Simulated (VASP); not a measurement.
Runs of VASP 6.6.1 on P. The structure is that of space group Fm-3m (No. 225), or close to it. The cells are those of the table. 

```csv
task,cell,k mesh,cutoff (eV),gap on the mesh (eV),pressure (GPa)
single point,"a = 2.749 Å, angles 60.0°, 1 atom",24 × 24 × 24,520,none,0.2
relaxation of cell and atoms,"relaxed from a = 3.446 Å, angles 60.0°, 1 atom",6 × 6 × 6,600,none,0.2
single point,"a = 2.710 Å, angles 60.0°, 1 atom",6 × 6 × 6,520,none,(a)
single point,"a = 3.446 Å, angles 60.0°, 1 atom",6 × 6 × 6,520,none,-16.8
```

Alike in all rows: level r2SCAN; potentials or basis VASP PAW PBE potentials, release 64 (P); no spin polarisation; smearing gaussian 0.1 eV.

Q: Fill in the values left out.

A: (a) -0.1.

Caveats: some runs use coarse meshes; the PAW data sets were made with another functional, which shifts forces and pressure a little.

A gap of «none» marks levels without a gap at the run's occupations.
